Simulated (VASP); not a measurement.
A run of VASP 6.6.1 is set up as follows.

Contents of POSCAR:

```
SnO2
1.0
    4.6809491909      0.0000000000      0.0000000000
    0.0000000000      4.6810788820      0.0000000000
    0.0000000000      0.0000000000      3.1637622442
Sn O
2 4
Direct
    0.5000000000      0.5000000000      0.5000000000
    0.0000000000      0.0000000000      0.0000000000
    0.3054772013      0.3055262243      0.0000000000
    0.8054772013      0.1944737757      0.5000000000
    0.1945227987      0.8055262243      0.5000000000
    0.6945227987      0.6944737757      0.0000000000
```

INCAR.step1

```
SYSTEM = SnO2
ALGO = Normal ; EDIFF = 1E-4
ENCUT = 600 ; GGA = PE
ISMEAR = 0 ; KPAR = 4
LASPH = .True. ; LCHARG = .False.
LREAL = .False. ; LWAVE = .True.
NELM = 80 ; PREC = Accurate
SIGMA = 0.02
```

File INCAR.step2:

```
SYSTEM = SnO2
ALGO = Normal ; EDIFF = 1E-7
EDIFFG = -0.008 ; ENCUT = 600
IBRION = 2 ; ISIF = 3
ISMEAR = 0 ; ISTART = 1
KPAR = 4 ; LASPH = .True.
LCHARG = .False. ; LMIXTAU = .True.
LREAL = .False. ; LWAVE = .False.
METAGGA = R2SCAN ; NELM = 80
NSW = 70 ; PREC = Accurate
PSTRESS = 100.0 ; SIGMA = 0.02
```

The input KPOINTS:

```
k-points
0
Gamma
  6 6 8
  0 0 0
```

Potentials or basis: VASP PAW PBE potentials, release 64 (Sn_d, O).

Run with:

```bash
$ cat potpaw_PBE.64/Sn_d/POTCAR potpaw_PBE.64/O/POTCAR > POTCAR
$ cp INCAR.step1 INCAR
$ mpirun -np 4 vasp_std > vasp.out
$ cp INCAR.step2 INCAR
$ mpirun -np 4 vasp_std > vasp.out
```

(1) What does it give for the relaxed cell?

(2) Estimate the band gap on the k mesh.

(3) Estimate the space group after relaxing (to 0.1 Å).

Answers

(1) a = 4.681 Å, b = 4.681 Å, c = 3.180 Å, α = 90.00°, β = 90.00°, γ = 90.00°.

(2) 2.25 eV.

(3) P4_2/mnm (No. 136).

Caveat: the cell is relaxed towards a set pressure, so the run minimises the enthalpy, not the energy; spin-orbit coupling is left out, which moves the levels of the heavy elements.
